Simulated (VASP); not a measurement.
Write the native input for VASP 6.6.1 that does the following.

```
Task                   : single point
Functional             : PBEsol
Potentials or basis    : VASP PAW PBE potentials, release 64 (Na_pv, H)
Cutoff                 : 520 eV
k mesh                 : 9 × 9 × 9
Occupations            : fermi-dirac, width 0.03 eV
Spin                   : no spin polarisation
Dipole correction      : no
Further INCAR settings : ALGO = Normal; EDIFF = 1e-06; NBANDS = 11
```

The structure of NaH lies in POSCAR:

```
NaH
1.0
    0.0000000000      2.4400000000      2.4888000000
    2.4400000000      0.0000000000      2.4888000000
    2.4400000000      2.4400000000      0.0000000000
Na H
1 1
Direct
    0.0000000000      0.0000000000      0.0000000000
    0.5000000000      0.5000000000      0.5000000000
```

This cell differs from its parent crystal: zz strain of +2 %.

These files were run (other wordings do the same):

INCAR

```
  ALGO = Normal
  EDIFF = 1E-6
  ENCUT = 520
  GGA = PS
  ISIF = 2
  ISMEAR = -1
  LASPH = T
  LCHARG = F
  LREAL = F
  LWAVE = F
  NBANDS = 11
  NELM = 80
  PREC = Accurate
  SIGMA = 0.03
```

KPOINTS

```
k-points
0
Gamma
  9 9 9
```

Potentials or basis: VASP PAW PBE potentials, release 64 (Na_pv, H).

The run is started by

```bash
$ cat potpaw_PBE.64/Na_pv/POTCAR potpaw_PBE.64/H/POTCAR > POTCAR
$ mpirun -np 1 vasp_std > vasp.out
```

Results of the run:

```json
{
 "Pressure": "-1.6 GPa",
 "Band gap on the k mesh": "3.76 eV (least direct gap 4.50 eV)"
}
```

Caveat: the cell differs from its parent crystal (zz strain of +2 %); the PAW data sets were made with another functional, which shifts forces and pressure a little; an odd mesh through Γ misses points on the zone boundary, where band edges can lie.

Run time: 30 s on 1 thread of Intel Xeon 8259CL, on a shared host, peak memory 0.16 GiB.
